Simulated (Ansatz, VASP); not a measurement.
**Two plane-wave programs on Co**

```xyz
4
Lattice="2.5190 0.0000 0.0000 -1.2595 2.1815 0.0000 0.0000 0.0000 8.2469" Properties=species:S:1:pos:R:3 pbc="T T T"
Co    1.2595    0.7272    6.1852
Co    0.0000    0.0000    4.1234
Co    0.0000    1.4544    2.0617
Co    0.0000    0.0000    0.0000
```

Alike in both runs: task single point; functional RPBE; k mesh 12 × 12 × 4; occupations fermi-dirac, width 0.05 eV; collinear spin.

```csv
,VASP,Ansatz
version,VASP 6.6.1,Ansatz 0.2.0
potentials or method,"VASP PAW PBE potentials, release 64 (Co)",Ansatz PAW
plane-wave cutoff (eV),520,420
valence electrons in the cell,36,68
```

```csv
,VASP,Ansatz,Ansatz less VASP
gap on the k mesh at the Fermi level (eV),none,none,-
pressure (GPa),-2.0,-1.6,+0.42
"traceless stress, the component that is largest in VASP (GPa)",-1.96,-1.94,+0.025
net moment per atom (μB),1.70,1.71,+0.009
size of the moment on the site where the two differ most (μB),1.74,1.80,+0.062
```

VASP's potentials were made for PBE, not for RPBE. Site moments also hang on the region over which each program counts them. A gap of «none» marks a metal or a gap that the smearing closes. VASP's potentials hold 36 valence electrons a cell and Ansatz's 68, so a difference there can come from the potentials and not from the codes.
